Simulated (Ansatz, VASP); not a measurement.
Sn in VASP and in Ansatz

Contents of POSCAR:

```
Sn
1.0
   -2.9482820713      2.9504023647      1.5888172584
    2.9504023647     -2.9482820713      1.5888172584
    2.9460530987      2.9460530987     -1.5849306448
Sn
2
Direct
    0.0000251473      0.9999748527      0.0000000000
    0.7499748527      0.2500251473      0.5000000000
```

INCAR.step1

```
PREC     = Accurate       # precision mode
ENCUT    = 520            # plane-wave cutoff, eV
ISMEAR   = -1             # smearing method
SIGMA    = 0.1            # smearing width, eV
LREAL    = False          # projectors in reciprocal space
LASPH    = True           # aspherical terms in the spheres
NELM     = 100            # most SCF steps
NBANDS   = 21             # bands
GGA      = PE             # functional
ALGO     = Normal         # electronic algorithm
EDIFF    = 1E-4           # SCF threshold, eV
LWAVE    = True           # write WAVECAR
LCHARG   = False          # write CHGCAR
```

File INCAR.step2:

```
PREC     = Accurate       # precision mode
ENCUT    = 520            # plane-wave cutoff, eV
EDIFF    = 1E-6           # SCF threshold, eV
ISMEAR   = -1             # smearing method
SIGMA    = 0.1            # smearing width, eV
LREAL    = False          # projectors in reciprocal space
LASPH    = True           # aspherical terms in the spheres
NELM     = 100            # most SCF steps
ALGO     = Normal         # electronic algorithm
ISIF     = 2              # what is computed and relaxed
LWAVE    = False          # write WAVECAR
LCHARG   = False          # write CHGCAR
METAGGA  = R2SCAN         # meta-GGA
LMIXTAU  = True         
NBANDS   = 21             # bands
ISTART   = 1
```

The input KPOINTS:

```
Automatic mesh
0
Gamma
  2 2 1
```

Input for Ansatz:

```yaml
crystal:
  lattice:
    - [-2.9482820713, 2.9504023647, 1.5888172584]
    - [2.9504023647, -2.9482820713, 1.5888172584]
    - [2.9460530987, 2.9460530987, -1.5849306448]
  atoms:
    - { symbol: Sn, position: [2.51473e-05, 0.9999748527, 0.0] }
    - { symbol: Sn, position: [0.7499748527, 0.2500251473, 0.5] }
hamiltonian:
  xc: r2scan
  pseudopotentials:
    kind: paw
    azcp:
      Sn: "pseudopotentials/Sn.paw.azcp"
basis:
  ecutwfc: 500
  fft_grid_basis: typed
kpoints:
  mp_grid: { grid: [2, 2, 1], shift: [0, 0, 0] }
magnetization:
  spin_polarized: false
scf:
  occupations: { method: fermi_dirac, width: 0.1 }
  lower_state_search: "off"
output:
  stress: true
  write_density: true
  write_potential: true
  elf: true
  volumetric_format: npy
```

Alike in both runs: task single point; functional r2SCAN; k mesh 2 × 2 × 1; occupations fermi-dirac, width 0.1 eV; no spin polarisation.

|  | VASP | Ansatz |
| --- | --- | --- |
| version | VASP 6.6.1 | Ansatz 0.2.0 |
| potentials or method | VASP PAW PBE potentials, release 64 (Sn_d), cutoff 520 eV | plane waves (500 eV) with PAW, scalar-relativistic |
| valence electrons in the cell | 28 | 28 |

|  | VASP | Ansatz | Ansatz less VASP |
| --- | --- | --- | --- |
| pressure (GPa) | 7.4 | 7.5 | +0.03 |
| traceless stress, the component that is largest in VASP (GPa) | -6.16 | -6.16 | -0.003 |

VASP's potentials were made for PBE, not for r2SCAN.

The k mesh is coarse, so the values compare programs but aren't converged.
